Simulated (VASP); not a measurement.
Input of a VASP 6.6.1 run:

The input INCAR:

```
SYSTEM = B2F3
PREC     = Accurate       ! precision mode
ENCUT    = 520            ! plane-wave cutoff, eV
EDIFF    = 1E-7           ! SCF threshold, eV
ISMEAR   = 0              ! smearing method
SIGMA    = 0.1            ! smearing width, eV
LREAL    = .FALSE.        ! projectors in reciprocal space
LASPH    = .TRUE.         ! aspherical terms in the spheres
NELM     = 100            ! most SCF steps
ALGO     = Normal         ! electronic algorithm
ISIF     = 2              ! what is computed and relaxed
LWAVE    = .FALSE.        ! write WAVECAR
LCHARG   = .TRUE.         ! write CHGCAR
GGA      = PE             ! functional
LELF     = .TRUE.         ! ELF
LVHAR    = .TRUE.       
NBANDS   = 22             ! bands
```

KPOINTS

```
Automatic mesh
0
G
  6 6 6
  0 0 0
```

POSCAR

```
B2F3
1.0
    1.5043053273      0.8685110856      7.7065571236
   -1.5043053273      0.8685110856      7.7065571236
    0.0000000000     -1.7370221713      7.7065571236
B F
2 3
Direct
    0.3956117621      0.3956117621      0.3956117621
    0.6043882379      0.6043882379      0.6043882379
    0.0000000000      0.0000000000      0.0000000000
    0.2343524016      0.2343524016      0.2343524016
    0.7656475984      0.7656475984      0.7656475984
```

Potentials or basis: VASP PAW PBE potentials, release 64 (B, F).

Launch:

```console
$ cat potpaw_PBE.64/B/POTCAR potpaw_PBE.64/F/POTCAR > POTCAR
$ mpirun -np 1 vasp_std > vasp.out
```

Problem. What does it give for the pressure?

Solution. -0.2 GPa.

Problem. Estimate the band gap on the k mesh.

Solution. Zero (an odd number of electrons rules out a gap without spin polarisation).

Forces in eV/Å, atoms in the order of the input:
```
B    0.000  0.000  0.002
B    0.000  0.000 -0.002
F    0.000  0.000  0.000
F    0.000  0.000  0.002
F    0.000  0.000 -0.002
```

Caveat: the k points lie up to 0.40 Å⁻¹ apart, too coarse for converged energies and pressures of a metal; an odd number of electrons without spin polarisation forces a metal; a magnetic or distorted state may lie lower.
